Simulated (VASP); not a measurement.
# GaP (F-43m) in VASP: further runs, part 2 of 2

VASP 6.6.1. Earlier steps stand in the parts before.

### 3 Single point, PBE

This run uses another cell than the first one, of 20.44 Å³/atom, 1.010 times its volume.

The input, INCAR:

```
SYSTEM = GaP
PREC = Accurate ; ENCUT = 500
EDIFF = 1E-6 ; ISMEAR = 0
SIGMA = 0.05 ; LREAL = .FALSE.
LASPH = .TRUE. ; NELM = 120
ALGO = Normal ; ISIF = 2
LWAVE = .FALSE. ; LCHARG = .FALSE.
GGA = PE ; NBANDS = 16
GGA_COMPAT = .FALSE.
```

The input, KPOINTS:

```
regular mesh
0
G
  6 6 6
  0 0 0
```

The input, POSCAR:

```
GaP
1.0
    0.0000000000      2.7343040532      2.7343040532
    2.7343040532      0.0000000000      2.7343040532
    2.7343040532      2.7343040532      0.0000000000
Ga P
1 1
Direct
    0.0000000000      0.0000000000      0.0000000000
    0.7500000000      0.7500000000      0.7500000000
```

Potentials or basis: VASP PAW PBE potentials, release 64 (Ga_d, P).

Started as:

```console
$ cat potpaw_PBE.64/Ga_d/POTCAR potpaw_PBE.64/P/POTCAR > POTCAR
$ mpirun -np 1 vasp_std > vasp.out
```

Run time: 14 s. Hardware: 1 thread of AMD EPYC 7R13, shared host; peak memory 0.12 GiB.

Results (log left out):

```
Free energy            : -9.1075 eV
Pressure               : 1.6 GPa
Band gap on the k mesh : 1.64 eV, indirect (least direct gap 1.74 eV)
```

Levels at points of the mesh, in eV from the valence-band top:
| k point | band 6 | band 7 | band 8 | band 9 | band 10 | band 11 | band 12 | band 13 |
| --- | --- | --- | --- | --- | --- | --- | --- | --- |
| (0.00, 0.00, 0.00) | -12.42 | 0.00 | 0.00 | 0.00 | 1.74 | 3.89 | 3.89 | 3.89 |
| (0.50, 0.00, 0.00) | -10.38 | -6.58 | -1.10 | -1.10 | 1.64 | 4.72 | 4.72 | 8.26 |
| (0.50, 0.50, 0.00) | -9.50 | -6.71 | -2.65 | -2.65 | 1.67 | 1.83 | 10.52 | 10.52 |

### 4 Single point, PBE

This run uses another cell than the first one, of 20.87 Å³/atom, 1.031 times its volume.

The input, INCAR:

```
  ALGO = Normal
  EDIFF = 1E-6
  ENCUT = 500
  GGA = PE
  GGA_COMPAT = F
  ISIF = 2
  ISMEAR = 0
  LASPH = T
  LCHARG = T
  LELF = T
  LREAL = F
  LVHAR = T
  LWAVE = F
  NBANDS = 16
  NELM = 120
  PREC = Accurate
  SIGMA = 0.05
```

The input, KPOINTS:

```
k-points
0
Gamma
  6 6 6
```

The input, POSCAR:

```
GaP
1.0
    0.0000000000      2.7532259786      2.7532259786
    2.7532259786      0.0000000000      2.7532259786
    2.7532259786      2.7532259786      0.0000000000
Ga P
1 1
Direct
    0.0000000000      0.0000000000      0.0000000000
    0.7500000000      0.7500000000      0.7500000000
```

Started as:

```console
$ cat potpaw_PBE.64/Ga_d/POTCAR potpaw_PBE.64/P/POTCAR > POTCAR
$ mpirun -np 1 vasp_std > vasp.out
```

Run time: 15 s. Hardware: 1 thread of AMD EPYC 7R13, shared host; peak memory 0.12 GiB.

It converged, with:

```
Free energy            : -9.1119 eV
Pressure               : -0.1 GPa
Band gap on the k mesh : 1.57 eV, direct
```

Levels at points of the mesh, in eV from the valence-band top:
| k point | band 6 | band 7 | band 8 | band 9 | band 10 | band 11 | band 12 | band 13 |
| --- | --- | --- | --- | --- | --- | --- | --- | --- |
| (0.00, 0.00, 0.00) | -12.27 | 0.00 | 0.00 | 0.00 | 1.57 | 3.89 | 3.89 | 3.89 |
| (0.50, 0.00, 0.00) | -10.30 | -6.46 | -1.07 | -1.07 | 1.58 | 4.72 | 4.72 | 8.22 |
| (0.50, 0.50, 0.00) | -9.44 | -6.61 | -2.58 | -2.58 | 1.71 | 1.84 | 10.36 | 10.36 |

### 5 Single point, r2SCAN

This run uses another cell than the first one, of 20.53 Å³/atom, 1.014 times its volume.

The input, POSCAR:

```
GaP
1.0
    0.0000000000      2.7379834761      2.7379834761
    2.7379834761      0.0000000000      2.7379834761
    2.7379834761      2.7379834761      0.0000000000
Ga P
1 1
Direct
    0.0000000000      0.0000000000      0.0000000000
    0.7500000000      0.7500000000      0.7500000000
```

The input, INCAR.step1:

```
  PREC = Accurate
  ENCUT = 550
  ISMEAR = 0
  SIGMA = 0.05
  LREAL = False
  LASPH = True
  NELM = 120
  NBANDS = 16
  GGA = PE
  ALGO = Normal
  EDIFF = 1E-5
  LWAVE = True
  LCHARG = False
  GGA_COMPAT = False
```

The input, INCAR.step2:

```
  PREC = Accurate
  ENCUT = 550
  EDIFF = 1E-6
  ISMEAR = 0
  SIGMA = 0.05
  LREAL = False
  LASPH = True
  NELM = 120
  ALGO = Normal
  ISIF = 2
  LWAVE = False
  LCHARG = True
  METAGGA = R2SCAN
  LMIXTAU = True
  LELF = True
  LVHAR = True
  NBANDS = 16
  ISTART = 1
  GGA_COMPAT = False
```

The input, KPOINTS:

```
regular mesh
0
Gamma
  8 8 8
```

Started as:

```console
$ cat potpaw_PBE.64/Ga_d/POTCAR potpaw_PBE.64/P/POTCAR > POTCAR
$ cp INCAR.step1 INCAR
$ mpirun -np 1 vasp_std > vasp.out
$ cp INCAR.step2 INCAR
$ mpirun -np 1 vasp_std > vasp.out
```

Wall time 2.7 min (1 thread of AMD EPYC 7R13, shared host); peak memory 0.15 GiB.

Results (log left out):

```yaml
Free_energy: -21.4608 eV
Pressure: -1.2 GPa
Band_gap_on_the_k_mesh: 1.92 eV, indirect (least direct gap 2.22 eV)
```

Levels at points of the mesh, in eV from the valence-band top:
| k point | band 5 | band 6 | band 7 | band 8 | band 9 | band 10 | band 11 | band 12 | band 13 | band 14 |
| --- | --- | --- | --- | --- | --- | --- | --- | --- | --- | --- |
| (0.00, 0.00, 0.00) | -14.86 | -12.91 | 0.00 | 0.00 | 0.00 | 2.22 | 4.19 | 4.19 | 4.19 | 9.39 |
| (0.50, 0.00, 0.00) | -14.85 | -10.80 | -6.76 | -1.15 | -1.15 | 1.99 | 5.06 | 5.06 | 8.80 | 11.53 |
| (0.50, 0.50, 0.00) | -14.84 | -9.88 | -6.89 | -2.75 | -2.75 | 1.94 | 2.11 | 11.24 | 11.24 | 11.87 |

Caveat: the PAW data sets were made with another functional, which shifts forces and pressure a little.

### 6 Single point, r2SCAN

This run uses another cell than the first one, of 20.87 Å³/atom, 1.031 times its volume.

The input, POSCAR:

```
GaP
1.0
    0.0000000000      2.7532259786      2.7532259786
    2.7532259786      0.0000000000      2.7532259786
    2.7532259786      2.7532259786      0.0000000000
Ga P
1 1
Direct
    0.0000000000      0.0000000000      0.0000000000
    0.7500000000      0.7500000000      0.7500000000
```

The input, INCAR.step1:

```
ALGO = Normal ; EDIFF = 1E-5
ENCUT = 550 ; GGA = PE
GGA_COMPAT = False ; ISMEAR = 0
LASPH = True ; LCHARG = False
LREAL = False ; LWAVE = True
NBANDS = 16 ; NELM = 120
PREC = Accurate ; SIGMA = 0.05
```

The input, INCAR.step2:

```
ALGO = Normal ; EDIFF = 1E-6
ENCUT = 550 ; GGA_COMPAT = False
ISIF = 2 ; ISMEAR = 0
ISTART = 1 ; LASPH = True
LCHARG = False ; LMIXTAU = True
LREAL = False ; LWAVE = False
METAGGA = R2SCAN ; NBANDS = 16
NELM = 120 ; PREC = Accurate
SIGMA = 0.05
```

The input, KPOINTS:

```
k-points
0
Gamma
  8 8 8
```

Potentials or basis: VASP PAW PBE potentials, release 64 (Ga_d, P).

Started as:

```console
$ cat potpaw_PBE.64/Ga_d/POTCAR potpaw_PBE.64/P/POTCAR > POTCAR
$ cp INCAR.step1 INCAR
$ mpirun -np 1 vasp_std > vasp.out
$ cp INCAR.step2 INCAR
$ mpirun -np 1 vasp_std > vasp.out
```

Run time: 2.9 min. Hardware: 1 thread of AMD EPYC 7R13, shared host; peak memory 0.15 GiB.

Results (log left out):

| Property | Result |
| --- | --- |
| Free energy | -21.4527 eV |
| Pressure | -2.5 GPa |
| Band gap on the k mesh | 1.94 eV, indirect (least direct gap 2.08 eV) |

Levels at points of the mesh, in eV from the valence-band top:
| k point | band 6 | band 7 | band 8 | band 9 | band 10 | band 11 | band 12 | band 13 |
| --- | --- | --- | --- | --- | --- | --- | --- | --- |
| (0.00, 0.00, 0.00) | -12.79 | 0.00 | 0.00 | 0.00 | 2.08 | 4.20 | 4.20 | 4.20 |
| (0.50, 0.00, 0.00) | -10.73 | -6.67 | -1.12 | -1.12 | 1.94 | 5.06 | 5.06 | 8.76 |
| (0.50, 0.50, 0.00) | -9.84 | -6.81 | -2.69 | -2.69 | 1.97 | 2.13 | 11.11 | 11.11 |

Caveat: the PAW data sets were made with another functional, which shifts forces and pressure a little.

### 7 The runs side by side

| level | cell | k mesh | cutoff (eV) | gap on the mesh (eV) | pressure (GPa) |
| --- | --- | --- | --- | --- | --- |
| r2SCAN | a = 3.855 Å, angles 60.0°, 2 atoms | 8 × 8 × 8 | 520 | 1.90 | -0.1 |
| PBE | a = 3.867 Å, angles 60.0°, 2 atoms | 6 × 6 × 6 | 500 | 1.64 | 1.6 |
| PBE | a = 3.894 Å, angles 60.0°, 2 atoms | 6 × 6 × 6 | 500 | 1.57 | -0.1 |
| r2SCAN | a = 3.872 Å, angles 60.0°, 2 atoms | 8 × 8 × 8 | 550 | 1.92 | -1.2 |
| r2SCAN | a = 3.894 Å, angles 60.0°, 2 atoms | 8 × 8 × 8 | 550 | 1.94 | -2.5 |

Alike in all rows: task single point; potentials or basis VASP PAW PBE potentials, release 64 (Ga_d, P); no spin polarisation; smearing gaussian 0.05 eV.

Caveats: the PAW data sets were made with another functional, which shifts forces and pressure a little (some runs).

Total energies depend on the potentials used, so only differences within one code and one set of settings carry meaning.

### 8 Against experiment

Step 2. A measured gap of GaP is 2.34 eV (indirect; 10 K; quoted in “Stacking defects in GaP nanowires: Electronic structure and optical properties”, 2018, arxiv:1810.01194); the calculated 1.90 eV misses it by -0.44 eV. Spin-orbit coupling on Ga is left out. The value is that of r2SCAN on a finite k mesh, which can miss the band edges, without temperature or zero-point motion.

Step 3. Against the measured gap of GaP, 2.34 eV (indirect; 10 K; quoted in “Stacking defects in GaP nanowires: Electronic structure and optical properties”, 2018, arxiv:1810.01194), the calculated 1.64 eV is off by -0.70 eV. Spin-orbit coupling on Ga is left out. The value is that of PBE on a finite k mesh, which can miss the band edges, without temperature or zero-point motion. Semilocal functionals fall short of measured gaps as a rule.

Step 4. Against the measured gap of GaP, 2.34 eV (indirect; 10 K; quoted in “Stacking defects in GaP nanowires: Electronic structure and optical properties”, 2018, arxiv:1810.01194), the calculated 1.57 eV is off by -0.77 eV. Spin-orbit coupling on Ga is left out. The value is that of PBE on a finite k mesh, which can miss the band edges, without temperature or zero-point motion. Semilocal functionals fall short of measured gaps as a rule.

Step 5. Measured gap of GaP: 2.34 eV (indirect; 10 K; quoted in “Stacking defects in GaP nanowires: Electronic structure and optical properties”, 2018, arxiv:1810.01194). This calculation gives 1.92 eV (-0.42 eV). Spin-orbit coupling on Ga is left out. The value is that of r2SCAN on a finite k mesh, which can miss the band edges, without temperature or zero-point motion.

Step 6. A measured gap of GaP is 2.34 eV (indirect; 10 K; quoted in “Stacking defects in GaP nanowires: Electronic structure and optical properties”, 2018, arxiv:1810.01194); the calculated 1.94 eV misses it by -0.40 eV. Spin-orbit coupling on Ga is left out. The value is that of r2SCAN on a finite k mesh, which can miss the band edges, without temperature or zero-point motion.
